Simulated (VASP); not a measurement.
# SnTe (I4/mmm) in VASP: a series of runs

SnTe is run at these levels: r2SCAN; tasks: single point.

Program: VASP 6.6.1. These are calculated values, not measurements. Logs are shortened: lines on timing, memory, paths and dates and some standing lists are left out, and cuts for length are marked.

## Step 1: The cell of the first run

Symmetry: I4/mmm, No. 139, tetragonal system. The conventional cell has a = 4.646 Å, b = 4.646 Å, c = 6.363 Å, α = 90.00°, β = 90.00°, γ = 90.00°. Sn (site symmetry 4/mmm) has 6 Te at 3.18 to 3.29 Å within 4.2 Å. Within 4.2 Å of Te (site symmetry 4/mmm) lie 6 Sn at 3.18 to 3.29 Å.

## Step 2: Single point, r2SCAN (epitaxial xy strain +3.0%)

POSCAR reads:

```
SnTe
1.0
    0.0000000000      3.2850102558      3.1814387182
    3.2850102558      0.0000000000      3.1814387182
    3.2850102558      3.2850102558      0.0000000000
Sn Te
1 1
Direct
    0.0000000000      0.0000000000      0.0000000000
    0.5000000000      0.5000000000      0.5000000000
```

INCAR.step1 reads:

```
PREC = Accurate ; ENCUT = 520
ISMEAR = -1 ; SIGMA = 0.02
LREAL = F ; LASPH = T
NELM = 100 ; NBANDS = 17
GGA = PE ; ALGO = Normal
EDIFF = 1E-4 ; LWAVE = T
LCHARG = F
```

INCAR.step2 reads:

```
PREC = Accurate ; ENCUT = 520
EDIFF = 1E-7 ; ISMEAR = -1
SIGMA = 0.02 ; LREAL = F
LASPH = T ; NELM = 100
ALGO = Normal ; ISIF = 2
LWAVE = F ; LCHARG = F
METAGGA = R2SCAN ; LMIXTAU = T
NBANDS = 17 ; ISTART = 1
```

KPOINTS reads:

```
Automatic mesh
0
Gamma
  8 8 8
```

Potentials or basis: VASP PAW PBE potentials, release 64 (Sn_d, Te).

Run with:

```
$ cat potpaw_PBE.64/Sn_d/POTCAR potpaw_PBE.64/Te/POTCAR > POTCAR
$ cp INCAR.step1 INCAR
$ mpirun -np 1 vasp_std > vasp.out
$ cp INCAR.step2 INCAR
$ mpirun -np 1 vasp_std > vasp.out
```

OUTCAR:

```text
PREC = Accurate
   ENCUT = 520
   EDIFF = 1E-7
   ISMEAR = -1
   LREAL = F
   LASPH = T
   NELM = 100
   ISIF = 2
   METAGGA = R2SCAN
   ISTART = 1

 ion  position               nearest neighbor table
   1  0.000  0.000  0.000-   2 3.18   2 3.18   2 3.29   2 3.29   2 3.29   2 3.29
   2  0.500  0.500  0.500-   1 3.18   1 3.18   1 3.29   1 3.29   1 3.29   1 3.29

  LATTYP: Found a body centered tetragonal cell.
 ALAT       =     4.6457060563
 C/A-ratio  =     1.3696254906

  Lattice vectors:

 A1 = (   0.0000000000,  -3.2850102558,  -3.1814387182)
 A2 = (   0.0000000000,   3.2850102558,  -3.1814387182)
 A3 = (   3.2850102558,   0.0000000000,   3.1814387182)

Analysis of symmetry for initial positions (statically):
=====================================================================
 Subroutine PRICEL returns:
 Original cell was already a primitive cell.

 Routine SETGRP: Setting up the symmetry group for a
 body centered tetragonal supercell.

 Subroutine GETGRP returns: Found 16 space group operations
 (whereof 16 operations were pure point group operations)
 out of a pool of 16 trial point group operations.

The static configuration has the point symmetry D_4h.

Analysis of symmetry for dynamics (positions and initial velocities):
=====================================================================
 Subroutine PRICEL returns:
 Original cell was already a primitive cell.

 Routine SETGRP: Setting up the symmetry group for a
 body centered tetragonal supercell.

 Subroutine GETGRP returns: Found 16 space group operations
 (whereof 16 operations were pure point group operations)
 out of a pool of 16 trial point group operations.

The dynamic configuration has the point symmetry D_4h.

 Subroutine INISYM returns: Found 16 space group operations
 (whereof 16 operations are pure point group operations),
 and found     1 'primitive' translations

----------------------------------------------------------------------------------------

                                     Primitive cell

  volume of cell :      68.6637

  direct lattice vectors                    reciprocal lattice vectors
     0.000000000  3.285010256  3.181438718    -0.152206526  0.152206526  0.157161600
     3.285010256  0.000000000  3.181438718     0.152206526 -0.152206526  0.157161600
     3.285010256  3.285010256  0.000000000     0.152206526  0.152206526 -0.157161600

  length of vectors
     4.573056385  4.573056385  4.645706056     0.266520960  0.266520960  0.266520960

  position of ions in fractional coordinates (direct lattice)
     0.000000000  0.000000000  0.000000000
     0.500000000  0.500000000  0.500000000

  ion indices of the primitive-cell ions
   primitive index   ion index
                 1           1
                 2           2

----------------------------------------------------------------------------------------

 KPOINTS: Automatic mesh

Automatic generation of k-mesh.
 Grid dimensions read from file:
 generate k-points for:    8    8    8

 Generating k-lattice:

  Cartesian coordinates                     Fractional coordinates (reciprocal lattice)
    -0.019025816  0.019025816  0.019645200     0.125000000  0.000000000  0.000000000
     0.019025816 -0.019025816  0.019645200     0.000000000  0.125000000  0.000000000
     0.019025816  0.019025816 -0.019645200     0.000000000  0.000000000  0.125000000

  Length of vectors
     0.033315120  0.033315120  0.033315120

  Shift w.r.t. Gamma in fractional coordinates (k-lattice)
     0.000000000  0.000000000  0.000000000

 Subroutine IBZKPT returns following result:
 ===========================================

 Found     59 irreducible k-points:

 Following reciprocal coordinates:
            Coordinates               Weight
  0.000000  0.000000  0.000000      1.000000
  0.125000  0.000000  0.000000      8.000000
  0.250000  0.000000  0.000000      8.000000
  0.375000  0.000000  0.000000      8.000000
  0.500000  0.000000  0.000000      4.000000
  0.125000  0.125000  0.000000      2.000000
[... 16 lines left out ...]
  0.250000  0.000000  0.125000     16.000000
  0.375000  0.000000  0.125000     16.000000
 [... further k-points ...]
   k-points           NKPTS =     59   k-points in BZ     NKDIM =     59   number of bands    NBANDS=     17
   number of dos      NEDOS =    301   number of ions     NIONS =      2
   total plane-waves  NPLWV =  46656
   dimension x,y,z NGX =    36 NGY =   36 NGZ =   36
   dimension x,y,z NGXF=    72 NGYF=   72 NGZF=   72
   ions per type =               1   1
   NGX,Y,Z   is equivalent  to a cutoff of  13.09, 13.09, 12.88 a.u.
   NGXF,Y,Z  is equivalent  to a cutoff of  26.17, 26.17, 25.77 a.u.
 SYSTEM =  unknown system
   PREC   = accura    normal or accurate (medium, high low for compatibility)
   ISTART =      1    job   : 0-new  1-cont  2-samecut
   ICHARG =      0    charge: 1-file 2-atom 10-const
   ISPIN  =      1    spin polarized calculation?
   LNONCOLLINEAR =      F non collinear calculations
   LSORBIT =      F    spin-orbit coupling
   LASPH  =      T    aspherical Exc in radial PAW
   ENCUT  =  520.0 eV  38.22 Ry    6.18 a.u.   8.50  8.50  8.64*2*pi/ulx,y,z
   NELM   =    100;   NELMIN=  2; NELMDL=  0     # of ELM steps
   EDIFF  = 0.1E-06   stopping-criterion for ELM
   LREAL  =      F    real-space projection
   EDIFFG = 0.1E-05   stopping-criterion for IOM
   NSW    =      0    number of steps for IOM
   IBRION =     -1    ionic relax: 0-MD 1-quasi-New 2-CG
   NFREE  =      0    steps in history (QN), initial steepest desc. (CG)
   ISIF   =      2    stress and relaxation
   ISYM   =      2    0-nonsym 1-usesym 2-fastsym
   POTIM  = 0.5000    time-step for ionic-motion
   TEBEG  =    0.0;   TEEND  =   0.0 temperature during run
   PSTRESS=    0.0 pullay stress
   NELECT =      20.0000    total number of electrons
   NUPDOWN=      -1.0000    fix difference up-down
   EMIN   =  10.00;   EMAX   =-10.00  energy-range for DOS
   EFERMI =   0.00;   METHOD = LEGACY
   ISMEAR =    -1;   SIGMA  =   0.02  broadening in eV -4-tet -1-fermi 0-gaus
   EFERMI_NEDOS =   21; number of points for ismear=-14 and -15
   IALGO  =     38    algorithm
   IMIX   =      4    mixing-type and parameters
     AMIX     =   0.40;   BMIX     =  1.00
     AMIX_MAG =   1.60;   BMIX_MAG =  1.00
  volume/ion in A,a.u.               =      34.33       231.68
  Fermi-wavevector in a.u.,A,eV,Ry     =   1.085198  2.050728 16.022978  1.177656
  Thomas-Fermi vector in A             =   2.221306
   LORBIT       =      0    0 simple, 1 ext, 2 COOP (PROOUT), +10 PAW based schemes
   METAGGA = R2SCAN    functional components
   LHFCALC =     F    Hartree Fock is set to
   AEXX    =    0.0000 exact exchange contribution
   IVDW    =     0    specifies the selected vdW correction
   LEPSILON=     F    determine dielectric tensor
   LRPA    =     F    only Hartree local field effects (RPA)
 non-spin polarized calculation
  energy-cutoff  :      520.00
  volume of cell :       68.66
 maximum number of plane-waves:      1883
 NGX is ok and might be reduce to    36
   NGX = 17   NGY = 17   NGZ = 17

 number of electron      19.9999995 magnetization

 Free energy of the ion-electron system (eV)
  ---------------------------------------------------
  ext. energy  EPLUGINS =         0.00000000
  ---------------------------------------------------
  free energy    TOTEN  =       -50.64299341 eV

  energy without entropy =      -50.64298367  energy(sigma->0) =      -50.64298854

 E-fermi :   5.8883     XC(G=0):  -9.6235

 val. band max:        5.7658026777   @ k =   0.5000   0.0000   0.0000
 cond. band min:       6.0107493504   @ k =   0.5000   0.0000   0.0000
 fundamental gap:      0.2449466728
 Fermi energy:         5.8882759743

 k-point     1 :       0.0000    0.0000    0.0000
  band No.  band energies     occupation
      1     -16.8635      2.00000
      2     -16.8588      2.00000
      3     -16.8487      2.00000
      4     -16.8464      2.00000
      5     -16.8464      2.00000
      6      -6.9303      2.00000
[... 9 lines left out ...]
     16      11.1790      0.00000
     17      12.6894      0.00000

 k-point     2 :       0.1250    0.0000    0.0000
  band No.  band energies     occupation
      1     -16.8637      2.00000
      2     -16.8585      2.00000
      3     -16.8492      2.00000
      4     -16.8459      2.00000
      5     -16.8458      2.00000
      6      -6.8100      2.00000
[... 9 lines left out ...]
     16      11.4019      0.00000
     17      13.5608      0.00000

 k-point     3 :       0.2500    0.0000    0.0000
  band No.  band energies     occupation
      1     -16.8645      2.00000
      2     -16.8579      2.00000
      3     -16.8504      2.00000
      4     -16.8448      2.00000
      5     -16.8442      2.00000
      6      -6.4750      2.00000
[... 9 lines left out ...]
     16      12.2131      0.00000
     17      15.4532      0.00000

 k-point     4 :       0.3750    0.0000    0.0000
  band No.  band energies     occupation
      1     -16.8654      2.00000
      2     -16.8577      2.00000
      3     -16.8514      2.00000
      4     -16.8437      2.00000
      5     -16.8425      2.00000
      6      -6.0374      2.00000
[... 9 lines left out ...]
     16      13.5722      0.00000
     17      16.0875      0.00000
[... 343 lines left out ...]
      1     -16.8643      2.00000
      2     -16.8580      2.00000
      3     -16.8489      2.00000
      4     -16.8467      2.00000
      5     -16.8452      2.00000
      6      -6.7763      2.00000
[... 9 lines left out ...]
     16      11.9401      0.00000
     17      12.9831      0.00000

 k-point    23 :       0.2500    0.0000    0.1250
  band No.  band energies     occupation
      1     -16.8653      2.00000
      2     -16.8571      2.00000
      3     -16.8494      2.00000
      4     -16.8464      2.00000
      5     -16.8437      2.00000
      6      -6.5197      2.00000
[... 9 lines left out ...]
     16      12.7489      0.00000
     17      14.0439      0.00000

 k-point    24 :       0.3750    0.0000    0.1250
  band No.  band energies     occupation
      1     -16.8662      2.00000
      2     -16.8567      2.00000
      3     -16.8505      2.00000
      4     -16.8452      2.00000
      5     -16.8423      2.00000
      6      -6.1147      2.00000
[... 9 lines left out ...]
     16      14.0169      0.00000
     17      15.7035      0.00000

 [... further k-points ...]
[... 5 lines left out ...]
  --------------------------------------------------------------------------------------
  -------------------------------------------------------------------------------------
  Total       -1.3973789     -1.3973789     -0.0149667      0.0000000     -0.0000000      0.0000000
  in kB      -32.6060155    -32.6060155     -0.3492284      0.0000000     -0.0000000      0.0000000
  external PRESSURE =     -21.8537532 kB  Pullay stress =       0.0000000 kB

 VOLUME and BASIS-vectors are now :
 -----------------------------------------------------------------------------
  energy-cutoff  :      520.00
  volume of cell :       68.66
      direct lattice vectors                 reciprocal lattice vectors
     0.000000000  3.285010256  3.181438718    -0.152206526  0.152206526  0.157161600
     3.285010256  0.000000000  3.181438718     0.152206526 -0.152206526  0.157161600
     3.285010256  3.285010256  0.000000000     0.152206526  0.152206526 -0.157161600

 POSITION                                       TOTAL-FORCE (eV/Angst)
 -----------------------------------------------------------------------------------
      0.00000      0.00000      0.00000         0.000000      0.000000      0.000000
      3.28501      3.28501      3.18144         0.000000      0.000000     -0.000000
 -----------------------------------------------------------------------------------
    total drift:                               -0.000000      0.000000      0.000000

  FREE ENERGIE OF THE ION-ELECTRON SYSTEM (eV)
  ---------------------------------------------------
  free  energy   TOTEN  =       -50.6429934051 eV

  energy  without entropy=      -50.6429836725  energy(sigma->0) =      -50.64298854
```

It took 1.9 min on 1 thread of Intel Xeon 6975P-C (Granite Rapids), shared host; peak memory 0.26 GiB.

Results:

```
Free energy            : -50.6430 eV
Pressure               : -2.2 GPa
Band gap on the k mesh : 0.24 eV, direct
```

Caveat: the cell differs from its parent crystal (epitaxial xy strain +3.0%); the PAW data sets were made with another functional, which shifts forces and pressure a little; spin-orbit coupling is left out, which moves the levels of the heavy elements.

## Step 3: Single point, r2SCAN (epitaxial xy strain +4.0%)

POSCAR reads:

```
SnTe
1.0
    0.0000000000      3.3169035593      3.1798978252
    3.3169035593      0.0000000000      3.1798978252
    3.3169035593      3.3169035593      0.0000000000
Sn Te
1 1
Direct
    0.0000000000      0.0000000000      0.0000000000
    0.5000000000      0.5000000000      0.5000000000
```

INCAR.step1 reads:

```
SYSTEM = SnTe
  ALGO = Normal
  EDIFF = 1E-4
  ENCUT = 520
  GGA = PE
  ISMEAR = -1
  LASPH = .True.
  LCHARG = .False.
  LREAL = .False.
  LWAVE = .True.
  NBANDS = 17
  NELM = 100
  PREC = Accurate
  SIGMA = 0.02
```

INCAR.step2 reads:

```
SYSTEM = SnTe
  ALGO = Normal
  EDIFF = 1E-6
  ENCUT = 520
  ISIF = 2
  ISMEAR = -1
  ISTART = 1
  LASPH = .True.
  LCHARG = .False.
  LMIXTAU = .True.
  LREAL = .False.
  LWAVE = .False.
  METAGGA = R2SCAN
  NBANDS = 17
  NELM = 100
  PREC = Accurate
  SIGMA = 0.02
```

KPOINTS reads:

```
k-points
0
Gamma
  8 8 8
  0 0 0
```

Potentials or basis: VASP PAW PBE potentials, release 64 (Sn_d, Te).

Run with:

```
$ cat potpaw_PBE.64/Sn_d/POTCAR potpaw_PBE.64/Te/POTCAR > POTCAR
$ cp INCAR.step1 INCAR
$ mpirun -np 1 vasp_std > vasp.out
$ cp INCAR.step2 INCAR
$ mpirun -np 1 vasp_std > vasp.out
```

OUTCAR:

```text
SYSTEM = SnTe
   EDIFF = 1E-6
   ENCUT = 520
   ISIF = 2
   ISMEAR = -1
   ISTART = 1
   LASPH = .True.
   LREAL = .False.
   METAGGA = R2SCAN
   NELM = 100
   PREC = Accurate

 ion  position               nearest neighbor table
   1  0.000  0.000  0.000-   2 3.18   2 3.18   2 3.32   2 3.32   2 3.32   2 3.32
   2  0.500  0.500  0.500-   1 3.18   1 3.18   1 3.32   1 3.32   1 3.32   1 3.32

  LATTYP: Found a body centered tetragonal cell.
 ALAT       =     4.6908099986
 C/A-ratio  =     1.3557990309

  Lattice vectors:

 A1 = (   0.0000000000,  -3.3169035593,  -3.1798978252)
 A2 = (   0.0000000000,   3.3169035593,  -3.1798978252)
 A3 = (   3.3169035593,   0.0000000000,   3.1798978252)

Analysis of symmetry for initial positions (statically):
=====================================================================
 Subroutine PRICEL returns:
 Original cell was already a primitive cell.

 Routine SETGRP: Setting up the symmetry group for a
 body centered tetragonal supercell.

 Subroutine GETGRP returns: Found 16 space group operations
 (whereof 16 operations were pure point group operations)
 out of a pool of 16 trial point group operations.
[... 157 lines left out ...]
  ext. energy  EPLUGINS =         0.00000000
  ---------------------------------------------------
  free energy    TOTEN  =       -50.61271931 eV

  energy without entropy =      -50.61271271  energy(sigma->0) =      -50.61271601

 E-fermi :   5.6545     XC(G=0):  -9.5346

 val. band max:        5.5229810039   @ k =   0.5000   0.0000   0.0000
 cond. band min:       5.7859680944   @ k =   0.5000   0.0000   0.0000
 fundamental gap:      0.2629870905
 Fermi energy:         5.6544744951

 k-point     1 :       0.0000    0.0000    0.0000
  band No.  band energies     occupation
      1     -17.0844      2.00000
      2     -17.0809      2.00000
      3     -17.0643      2.00000
      4     -17.0639      2.00000
      5     -17.0639      2.00000
      6      -7.0215      2.00000
[... 457 lines left out ...]
      4     -17.0627      2.00000
      5     -17.0601      2.00000
      6      -6.2388      2.00000
[... 9 lines left out ...]
     16      13.7771      0.00000
     17      15.3194      0.00000

 [... further k-points ...]
[... 5 lines left out ...]
  --------------------------------------------------------------------------------------
  -------------------------------------------------------------------------------------
  Total       -1.7596316     -1.7596316     -0.0244090      0.0000000     -0.0000000      0.0000000
  in kB      -40.2924323    -40.2924323     -0.5589237      0.0000000     -0.0000000      0.0000000
  external PRESSURE =     -27.0479295 kB  Pullay stress =       0.0000000 kB

 VOLUME and BASIS-vectors are now :
 -----------------------------------------------------------------------------
  energy-cutoff  :      520.00
  volume of cell :       69.97
      direct lattice vectors                 reciprocal lattice vectors
     0.000000000  3.316903559  3.179897825    -0.150743002  0.150743002  0.157237757
     3.316903559  0.000000000  3.179897825     0.150743002 -0.150743002  0.157237757
     3.316903559  3.316903559  0.000000000     0.150743002  0.150743002 -0.157237757

 POSITION                                       TOTAL-FORCE (eV/Angst)
 -----------------------------------------------------------------------------------
      0.00000      0.00000      0.00000         0.000000     -0.000000      0.000000
      3.31690      3.31690      3.17990        -0.000000      0.000000     -0.000000
 -----------------------------------------------------------------------------------
    total drift:                               -0.000000      0.000000      0.000000

  FREE ENERGIE OF THE ION-ELECTRON SYSTEM (eV)
  ---------------------------------------------------
  free  energy   TOTEN  =       -50.6127193084 eV

  energy  without entropy=      -50.6127127116  energy(sigma->0) =      -50.61271601
```

Run time: 81 s. Hardware: 1 thread of Intel Xeon 6975P-C (Granite Rapids), shared host; peak memory 0.26 GiB.

What came out:

| Item | Value |
| --- | --- |
| Free energy | -50.6127 eV |
| Pressure | -2.7 GPa |
| Band gap on the k mesh | 0.26 eV, direct |

Stress tensor (GPa, compression positive):
```
-4.03  0.00  0.00
 0.00 -4.03  0.00
 0.00  0.00 -0.06
```

Caveat: the cell differs from its parent crystal (epitaxial xy strain +4.0%); the PAW data sets were made with another functional, which shifts forces and pressure a little; spin-orbit coupling is left out, which moves the levels of the heavy elements.
